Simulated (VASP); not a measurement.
Runs of VASP 6.6.1 on Mg. The structure is that of space group Fm-3m (No. 225), or close to it. The cells are those of the table. This isn't the form of Mg at room conditions, which is hcp.

```tsv
task	cell	k mesh	cutoff (eV)	gap on the mesh (eV)	pressure (GPa)
single point	a = 2.689 Å, angles 60.0°, 1 atom	17 × 17 × 17	520	none	50.6
relaxation of cell and atoms	relaxed to 50 GPa from a = 2.687 Å, angles 60.0°, 1 atom	17 × 17 × 17	600	none	50.0
single point	a = 2.687 Å, angles 60.0°, 1 atom	17 × 17 × 17	600	none	(a)
single point	a = 3.198 Å, angles 60.0°, 1 atom	15 × 15 × 15	520	none	-0.1
```

Alike in all rows: level PBE; potentials or basis VASP PAW PBE potentials, release 64 (Mg); no spin polarisation; smearing fermi-dirac 0.1 eV.

Question: Fill in the values left out.

Answer: (a) 51.0.

Caveats: the cell stands under pressure (at least some runs); the cell is relaxed towards a set pressure, so the run minimises the enthalpy, not the energy (at least some runs).

A gap of «none» marks levels without a gap at the run's occupations.
